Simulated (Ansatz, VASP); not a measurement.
**Sn3PbSe4: VASP beside Ansatz**

```
CELL_PARAMETERS angstrom
-3.02050 3.02050 6.03795
3.02050 -3.02050 6.03795
3.02050 3.02050 -6.03795
ATOMIC_POSITIONS crystal
Sn 0.75000 0.25000 0.50000
Sn 0.00000 0.00000 0.00000
Sn 0.25000 0.75000 0.50000
Se 0.50000 0.00000 0.50000
Se 0.75370 0.75370 0.00000
Se 0.00000 0.50000 0.50000
Se 0.24630 0.24630 0.00000
Pb 0.50000 0.50000 0.00000
```

Alike in both runs: task single point; functional PBE; k mesh 6 × 6 × 6; occupations fermi-dirac, width 0.02 eV; no spin polarisation.

```csv
,VASP,Ansatz
version,VASP 6.6.1,Ansatz 0.2.0
potentials or method,"VASP PAW PBE potentials, release 64 (Sn_d, Se, Pb_d)","plane waves, PAW"
plane-wave cutoff (eV),520,420
valence electrons in the cell,80,120
```

```csv
,VASP,Ansatz,Ansatz less VASP
pressure (GPa),1.6,1.6,+0.01
```

VASP's potentials hold 80 valence electrons a cell and Ansatz's 120, so a difference there can come from the potentials and not from the codes.

Neither program's run includes spin-orbit coupling.
